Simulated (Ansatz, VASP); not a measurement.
# HfO2: VASP beside Ansatz

Contents of POSCAR:

```
HfO2
1.0
    0.0000000000      2.5291823194      2.5291823194
    2.5291823194      0.0000000000      2.5291823194
    2.5291823194      2.5291823194      0.0000000000
Hf O
1 2
Direct
    0.0000000000      0.0000000000      0.0000000000
    0.2500000000      0.2500000000      0.2500000000
    0.7500000000      0.7500000000      0.7500000000
```

File INCAR.step1:

```
ALGO = Normal ; EDIFF = 1E-5
ENCUT = 520 ; GGA = PE
ISIF = 2 ; ISMEAR = 0
LASPH = T ; LREAL = F
LWAVE = T ; NBANDS = 18
NELM = 100 ; PREC = Accurate
SIGMA = 0.01
```

The input INCAR.step2:

```
AEXX = 0.15 ; ALGO = Normal
EDIFF = 1E-6 ; ENCUT = 520
GGA = PE ; ISIF = 2
ISMEAR = 0 ; ISTART = 1
LASPH = T ; LCHARG = T
LELF = T ; LHFCALC = T
LREAL = F ; LVHAR = T
LWAVE = F ; NBANDS = 18
NELM = 100 ; PREC = Accurate
PRECFOCK = Normal ; SIGMA = 0.01
```

File KPOINTS:

```
k-points
0
Gamma
  4 4 4
```

Input for Ansatz:

```yaml
crystal:
  lattice:
    - [0.0, 2.5291823194, 2.5291823194]
    - [2.5291823194, 0.0, 2.5291823194]
    - [2.5291823194, 2.5291823194, 0.0]
  atoms:
    - { symbol: Hf, position: [0.0, 0.0, 0.0] }
    - { symbol: O, position: [0.25, 0.25, 0.25] }
    - { symbol: O, position: [0.75, 0.75, 0.75] }
kpoints:
  mp_grid: { grid: [4, 4, 4] }
hamiltonian:
  xc: { exchange: pbe, correlation: pbe, exx: { coeff: 0.15 } }
scf:
  occupations: { method: fixed }
  n_extra_bands: 4
output:
  forces: true
  stress: true
  eigenvalues: true
```

Alike in both runs: task single point; functional PBE-based global hybrid; k mesh 4 × 4 × 4; no spin polarisation.

```csv
,VASP,Ansatz
version,VASP 6.6.1,Ansatz 0.2.0
potentials or method,"VASP PAW PBE potentials, release 64 (Hf_pv, O)",plane waves
plane-wave cutoff (eV),520,420
occupations,"gaussian, width 0.01 eV",fixed
valence electrons in the cell,22,38
```

```tsv
	VASP	Ansatz	Ansatz less VASP
gap on the k mesh at the Fermi level (eV)	5.20	5.20	+0.001
pressure (GPa)	-2.4	2.2	+4.62
```

VASP's potentials were made for PBE, not for PBE-based global hybrid. One of these differences is far larger than is usual between the two programs; its cause wasn't traced. VASP's potentials hold 22 valence electrons a cell and Ansatz's 38, so a difference there can come from the potentials and not from the codes. Ansatz's warnings: stress exchange threshold loose, stress scf threshold loose.

The k mesh is coarse, so the values compare programs but aren't converged. Neither program's run includes spin-orbit coupling.
